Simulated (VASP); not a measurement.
# Li4Nb4O11 (a cell with a defect) in VASP: a series of runs, part 2 of 2

VASP 6.6.1.

### 5 Single point, PBE

The input, INCAR:

```
SYSTEM = Li4Nb4O11
ALGO = Normal
EDIFF = 1E-6
ENCUT = 520
GGA = PE
ISIF = 2
ISMEAR = 0
LASPH = .True.
LCHARG = .False.
LREAL = Auto
LWAVE = .False.
NBANDS = 80
NELECT = 128.0
NELM = 100
PREC = Accurate
SIGMA = 0.05
```

The input, KPOINTS:

```
k-points
0
Gamma
  4 4 4
  0 0 0
```

The input, POSCAR:

```
Li4Nb4O11
1.0
    5.2231019317      0.0000000000      0.0000000000
    0.0000000000      3.0155593063     -4.5984613597
    0.0000000000      6.0311186126      4.5984613597
Li Nb O
4 4 11
Direct
    0.0000000000      0.5000000000      0.2500000000
    0.5000000000      0.0000000000      0.7500000000
    0.0000000000      0.5000000000      0.7500000000
    0.5000000000      0.0000000000      0.2500000000
    0.5000000000      0.5000000000      0.5000000000
    0.0000000000      0.0000000000      0.0000000000
    0.0000000000      0.0000000000      0.5000000000
    0.5000000000      0.5000000000      0.0000000000
    0.8803293659      0.0000000000      0.2500000000
    0.3803293659      0.5000000000      0.7500000000
    0.8098353170      0.6901646830      0.9401646830
    0.8098353170      0.3098353170      0.5598353170
    0.3098353170      0.8098353170      0.0598353170
    0.1196706341      0.0000000000      0.7500000000
    0.6196706341      0.5000000000      0.2500000000
    0.6901646830      0.8098353170      0.5598353170
    0.1901646830      0.3098353170      0.0598353170
    0.4106032876      1.0369465283      0.4401646830
    0.6901646830      0.1901646830      0.9401646830
```

Potentials or basis: VASP PAW PBE potentials, release 64 (Li_sv, Nb_sv, O).

Started as:

```bash
$ cat potpaw_PBE.64/Li_sv/POTCAR potpaw_PBE.64/Nb_sv/POTCAR potpaw_PBE.64/O/POTCAR > POTCAR
$ mpirun -np 1 vasp_std > vasp.out
```

OUTCAR:

```text
SYSTEM = Li4Nb4O11
   EDIFF = 1E-6
   ENCUT = 520
   GGA = PE
   ISIF = 2
   ISMEAR = 0
   LASPH = .True.
   LREAL = Auto
   NELECT = 128.0
   NELM = 100
   PREC = Accurate

 ion  position               nearest neighbor table
   1  0.000  0.500  0.250-  15 1.99  17 1.99
[... 2152 lines left out ...]
  -------------------------------------------------------------------------------------
  Total      -27.2247734    -20.8947842    -24.4915529     -0.9024420      3.8231373      2.6379465
  in kB     -200.7449760   -154.0700776   -180.5912623     -6.6542593     28.1903392     19.4511999
  external PRESSURE =    -178.4687719 kB  Pullay stress =       0.0000000 kB

 VOLUME and BASIS-vectors are now :
 -----------------------------------------------------------------------------
  energy-cutoff  :      520.00
  volume of cell :      217.29
      direct lattice vectors                 reciprocal lattice vectors
     5.223101932  0.000000000  0.000000000     0.191457110  0.000000000  0.000000000
     0.000000000  3.015559306 -4.598461360     0.000000000  0.110537814 -0.144976029
     0.000000000  6.031118613  4.598461360     0.000000000  0.110537814  0.072488014

 POSITION                                       TOTAL-FORCE (eV/Angst)
 -----------------------------------------------------------------------------------
      0.00000      3.01556     -1.14962        -0.577244     -1.212811     -0.533670
      2.61155      4.52334      3.44885        -0.082717      0.276230      0.061141
      0.00000      6.03112      1.14962        -0.247851      0.677260      0.549353
      2.61155      1.50778      1.14962         1.507390     -4.056438     -2.372473
      2.61155      4.52334      0.00000         4.769300      0.528593      1.362649
      0.00000      0.00000      0.00000        -0.063654     -0.273691     -0.048993
[... 11 lines left out ...]
      2.14462      2.76610      1.85418        -6.254973      4.706424      0.798544
      3.60480      6.24370      3.44885         0.025362      0.187275     -0.214242
 -----------------------------------------------------------------------------------
    total drift:                                0.002147      0.002295     -0.003261

  FREE ENERGIE OF THE ION-ELECTRON SYSTEM (eV)
  ---------------------------------------------------
  free  energy   TOTEN  =      -156.4522665475 eV

  energy  without entropy=     -156.4522665475  energy(sigma->0) =     -156.45226655
```

OSZICAR:

```text
N       E                     dE             d eps       ncg     rms          rms(c)
DAV:   1     0.147644921562E+04    0.14764E+04   -0.67698E+04  5760   0.168E+03
DAV:   2    -0.304814355438E+02   -0.15069E+04   -0.14365E+04  7096   0.601E+02
DAV:   3    -0.183521900702E+03   -0.15304E+03   -0.15147E+03  8536   0.175E+02
DAV:   4    -0.195857535928E+03   -0.12336E+02   -0.12300E+02 10720   0.446E+01
DAV:   5    -0.196822267470E+03   -0.96473E+00   -0.96400E+00  8776   0.896E+00    0.367E+01
DAV:   6    -0.158101781006E+03    0.38720E+02   -0.18137E+02  7656   0.577E+01    0.168E+01
DAV:   7    -0.157289857448E+03    0.81192E+00   -0.23657E+01  8544   0.218E+01    0.780E+00
DAV:   8    -0.156560730644E+03    0.72913E+00   -0.29360E+00  9760   0.812E+00    0.507E+00
DAV:   9    -0.156455557887E+03    0.10517E+00   -0.82028E-01  7544   0.404E+00    0.176E+00
DAV:  10    -0.156455011401E+03    0.54649E-03   -0.20316E-01  8904   0.221E+00    0.902E-01
DAV:  11    -0.156453768242E+03    0.12432E-02   -0.32107E-02  8360   0.926E-01    0.515E-01
DAV:  12    -0.156451923072E+03    0.18452E-02   -0.11839E-02  8360   0.547E-01    0.123E-01
DAV:  13    -0.156452248347E+03   -0.32527E-03   -0.19104E-03 10256   0.188E-01    0.766E-02
DAV:  14    -0.156452257874E+03   -0.95271E-05   -0.28956E-04  8816   0.801E-02    0.325E-02
DAV:  15    -0.156452263866E+03   -0.59917E-05   -0.50330E-05  7400   0.364E-02    0.108E-02
DAV:  16    -0.156452266329E+03   -0.24632E-05   -0.14411E-05  8304   0.172E-02    0.672E-03
DAV:  17    -0.156452266547E+03   -0.21876E-06   -0.12450E-06  4160   0.729E-03
   1 F= -.15645227E+03 E0= -.15645227E+03  d E =-.136665E-15
```

stdout:

```text
POSCAR found type information on POSCAR LiNbO
 POSCAR found :  3 types and      19 ions
 scaLAPACK will be used
 LDA part: xc-table for (Slater+PW92), standard interpolation
 POSCAR, INCAR and KPOINTS ok, starting setup
 FFT: planning ... GRIDC
 FFT: planning ... GRID_SOFT
 FFT: planning ... GRID
 WAVECAR not read
 entering main loop
 the old and the new charge density differ
 old charge density:   130.00000 new  128.00000
    0.367E+01
```

Wall time 26 min (1 thread of Intel Xeon 8259CL, shared host); peak memory 0.54 GiB.

Results:

```yaml
Free_energy: -156.4523 eV
Largest_force: 7.868 eV/Å
```

Forces in eV/Å, atoms in the order of the input:
```
Li  -0.577 -1.213 -0.534
Li  -0.083  0.276  0.061
Li  -0.248  0.677  0.549
Li   1.507 -4.056 -2.372
Nb   4.769  0.529  1.363
Nb  -0.064 -0.274 -0.049
Nb   0.033  1.852 -1.984
Nb   0.193  0.044 -0.077
O    1.016  1.494  1.680
O   -0.339 -2.606 -1.978
O   -0.197  0.053  0.067
O    0.519 -0.385 -0.452
O   -0.108 -0.254  0.297
O   -0.406 -1.722 -0.866
O   -1.054  2.041  1.566
O    1.208 -1.670  2.096
O    0.058  0.320  0.049
O   -6.255  4.706  0.799
O    0.025  0.187 -0.214
```

Caveat: the cell carries a net charge on a neutralising background, which shifts energy and pressure; the cell differs from its parent crystal (atoms taken out, atom 18 moved 0.750 of the way to it and +0.700 Å across, host rigid); the cell is charged against a uniform background, so pressure and absolute levels hang on convention; the cutoff is under 1.25 times the usual one of these potentials, so pressure, stress and relaxed cells hold a basis-set (Pulay) error.
